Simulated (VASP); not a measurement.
# As (R-3m) in VASP: further runs, part 2 of 2

VASP 6.6.1. The steps go on from the part before.

### 5 Single point, PBEsol (23.75 Å³/atom)

This run uses another cell than the first one, of 23.75 Å³/atom.

Contents of INCAR:

```
PREC = Accurate
ENCUT = 520
EDIFF = 1E-6
ISMEAR = -1
SIGMA = 0.05
LREAL = False
LASPH = True
NELM = 100
ALGO = Normal
ISIF = 2
LWAVE = False
LCHARG = True
GGA = PS
LELF = True
LVHAR = True
NBANDS = 12
```

Contents of KPOINTS:

```
Automatic mesh
0
Gamma
  12 12 12
```

Contents of POSCAR:

```
As
1.0
    1.9081937908      1.1016961988      3.7650727696
   -1.9081937908      1.1016961988      3.7650727696
    0.0000000000     -2.2033923975      3.7650727696
As
2
Direct
    0.2244335900      0.2244335900      0.2244335900
    0.7755664100      0.7755664100      0.7755664100
```

Potentials or basis: VASP PAW PBE potentials, release 64 (As).

Started as:

```sh
cat potpaw_PBE.64/As/POTCAR > POTCAR
mpirun -np 1 vasp_std > vasp.out
```

OUTCAR:

```text
PREC = Accurate
   ENCUT = 520
   EDIFF = 1E-6
   ISMEAR = -1
   LREAL = False
   LASPH = True
   NELM = 100
   ISIF = 2
   GGA = PS

 ion  position               nearest neighbor table
   1  0.224  0.224  0.224-   2 2.56   2 2.56   2 2.56
   2  0.776  0.776  0.776-   1 2.56   1 2.56   1 2.56

  LATTYP: Found a trigonal (rhomboedric) cell.
 ALAT       =     4.3624203165
 COS(alpha) =     0.6173339462

  Lattice vectors:

 A1 = (   1.9081937908,   1.1016961988,   3.7650727696)
 A2 = (  -1.9081937908,   1.1016961988,   3.7650727696)
 A3 = (   0.0000000000,  -2.2033923975,   3.7650727696)

Analysis of symmetry for initial positions (statically):
=====================================================================
 Subroutine PRICEL returns:
 Original cell was already a primitive cell.

 Routine SETGRP: Setting up the symmetry group for a
 trigonal (rhombohedral) supercell.

 Subroutine GETGRP returns: Found 12 space group operations
 (whereof 12 operations were pure point group operations)
 out of a pool of 12 trial point group operations.

The static configuration has the point symmetry D_3d.

Analysis of symmetry for dynamics (positions and initial velocities):
=====================================================================
 Subroutine PRICEL returns:
 Original cell was already a primitive cell.

 Routine SETGRP: Setting up the symmetry group for a
 trigonal (rhombohedral) supercell.

 Subroutine GETGRP returns: Found 12 space group operations
 (whereof 12 operations were pure point group operations)
 out of a pool of 12 trial point group operations.

The dynamic configuration has the point symmetry D_3d.

 Subroutine INISYM returns: Found 12 space group operations
 (whereof 12 operations are pure point group operations),
 and found     1 'primitive' translations

----------------------------------------------------------------------------------------

                                     Primitive cell

[... 117 lines left out ...]
   AEXX    =    0.0000 exact exchange contribution
   IVDW    =     0    specifies the selected vdW correction
   LEPSILON=     F    determine dielectric tensor
   LRPA    =     F    only Hartree local field effects (RPA)
 non-spin polarized calculation
  energy-cutoff  :      520.00
  volume of cell :       47.49
 maximum number of plane-waves:      1298
   NGX = 17   NGY = 17   NGZ = 17

 number of electron      10.0000000 magnetization

 Free energy of the ion-electron system (eV)
  ---------------------------------------------------
  ext. energy  EPLUGINS =         0.00000000
  ---------------------------------------------------
  free energy    TOTEN  =       -10.13444092 eV

  energy without entropy =      -10.13245946  energy(sigma->0) =      -10.13345019

 E-fermi :   4.4204     XC(G=0):  -9.6693

 val. band max:        4.4146123134   @ k =   0.5000   0.0833   0.0833
 cond. band min:       4.4287910803   @ k =   0.5000   0.4167   0.4167
 fundamental gap:      0.0141787669
 Fermi energy:         4.4203527842

 k-point     1 :       0.0000    0.0000    0.0000
  band No.  band energies     occupation
      1     -10.0437      2.00000
      2      -2.0336      2.00000
      3       1.8714      2.00000
      4       2.6129      2.00000
      5       2.6129      2.00000
      6       5.7360      0.00000
      7       7.0077      0.00000
      8       7.0077      0.00000
      9      11.4980      0.00000
     10      11.4980      0.00000
     11      11.8208      0.00000
     12      12.5918      0.00000
[... 331 lines left out ...]
 k-point    24 :      -0.4167    0.1667    0.0000
  band No.  band energies     occupation
      1      -7.3540      2.00000
      2      -6.2571      2.00000
      3       0.0556      2.00000
      4       1.3073      2.00000
      5       2.5905      2.00000
      6       5.2825      0.00000
      7       5.7922      0.00000
      8       7.5427      0.00000
      9      11.8116      0.00000
     10      13.1900      0.00000
     11      13.9268      0.00000
     12      15.4287      0.00000

 [... further k-points ...]

------------------------ aborting loop because EDIFF is reached ----------------------------------------

  FORCE on cell =-STRESS in cart. coord.  units (eV):
  Direction    XX          YY          ZZ          XY          YZ          ZX
  --------------------------------------------------------------------------------------
  -------------------------------------------------------------------------------------
  Total       -1.2246391     -1.2246391     -1.1891437     -0.0000000     -0.0000000      0.0000000
  in kB      -41.3151908    -41.3151908    -40.1176941     -0.0000000     -0.0000000      0.0000000
  external PRESSURE =     -40.9160252 kB  Pullay stress =       0.0000000 kB

 VOLUME and BASIS-vectors are now :
 -----------------------------------------------------------------------------
  energy-cutoff  :      520.00
  volume of cell :       47.49
      direct lattice vectors                 reciprocal lattice vectors
     1.908193791  1.101696199  3.765072770     0.262027894  0.151281875  0.088533039
    -1.908193791  1.101696199  3.765072770    -0.262027894  0.151281875  0.088533039
     0.000000000 -2.203392398  3.765072770     0.000000000 -0.302563750  0.088533039

 POSITION                                       TOTAL-FORCE (eV/Angst)
 -----------------------------------------------------------------------------------
      0.00000      0.00000      2.53503         0.000000     -0.000000     -0.109995
      0.00000      0.00000      8.76019         0.000000      0.000000      0.109995
 -----------------------------------------------------------------------------------
    total drift:                                0.000000     -0.000000      0.000000

  FREE ENERGIE OF THE ION-ELECTRON SYSTEM (eV)
  ---------------------------------------------------
  free  energy   TOTEN  =       -10.1344409202 eV

  energy  without entropy=      -10.1324594624  energy(sigma->0) =      -10.13345019
```

stdout:

```text
POSCAR found type information on POSCAR As
 POSCAR found :  1 types and       2 ions
 scaLAPACK will be used
 -----------------------------------------------------------------------------
|                                                                             |
|                                                                             |
|     You enforced a specific xc type in the INCAR file but a different       |
|     I HOPE YOU KNOW WHAT YOU ARE DOING!                                     |
|                                                                             |
 -----------------------------------------------------------------------------

 LDA part: xc-table for (Slater+PW92), standard interpolation
 POSCAR, INCAR and KPOINTS ok, starting setup
 FFT: planning ... GRIDC
 FFT: planning ... GRID_SOFT
 FFT: planning ... GRID
 WAVECAR not read
 entering main loop
```

Wall time 1.9 min (1 thread of Intel Xeon 8259CL, shared host); peak memory 0.23 GiB.

Results:

| Quantity | Value |
| --- | --- |
| Free energy | -10.1344 eV |
| Pressure | -4.1 GPa |
| Largest force | 0.110 eV/Å |
| Band gap on the k mesh | zero (bands 5 and 6 overlap by 0.46 eV) |

Forces in eV/Å, atoms in the order of the input:
```
As   0.000  0.000 -0.110
As   0.000  0.000  0.110
```

Stress tensor (GPa, compression positive):
```
-4.13  0.00  0.00
 0.00 -4.13  0.00
 0.00  0.00 -4.01
```

Levels at points of the mesh, in eV from the Fermi level:
| k point | band 3 | band 4 | band 5 | band 6 | band 7 | band 8 |
| --- | --- | --- | --- | --- | --- | --- |
| (0.00, 0.00, 0.00) | -2.55 | -1.81 | -1.81 | 1.32 | 2.59 | 2.59 |
| (0.50, 0.00, 0.00) | -3.02 | -2.78 | -0.70 | -0.36 | 0.38 | 1.63 |
| (0.50, 0.50, 0.00) | -5.48 | -3.87 | -3.70 | 1.46 | 4.73 | 6.15 |
| (0.50, 0.50, 0.50) | -1.61 | -1.61 | -0.71 | 1.05 | 1.05 | 1.62 |

Caveat: the cell stands under tension; the PAW data sets were made with another functional, which shifts forces and pressure a little.

### 6 Overview

```tsv
cell	gap on the mesh (eV)	pressure (GPa)	largest force (eV/Å)
a = 4.219 Å, angles 51.9°, 2 atoms	none	3.0	0.66
a = 4.256 Å, angles 51.9°, 2 atoms	none	0.8	0.44
a = 4.328 Å, angles 51.9°, 2 atoms	none	-2.7	0.06
a = 4.362 Å, angles 51.9°, 2 atoms	none	-4.1	0.11
```

Alike in all rows: task single point; level PBEsol; potentials or basis VASP PAW PBE potentials, release 64 (As); no spin polarisation; k mesh 12 × 12 × 12; cutoff (eV) 520; smearing fermi-dirac 0.05 eV.

Caveats: the PAW data sets were made with another functional, which shifts forces and pressure a little; the cell stands under tension (at least some runs).

Total energies depend on the potentials used, so only differences within one code and one set of settings carry meaning.

The gap in the log of VASP goes by the Fermi energy; the results here count the filled bands.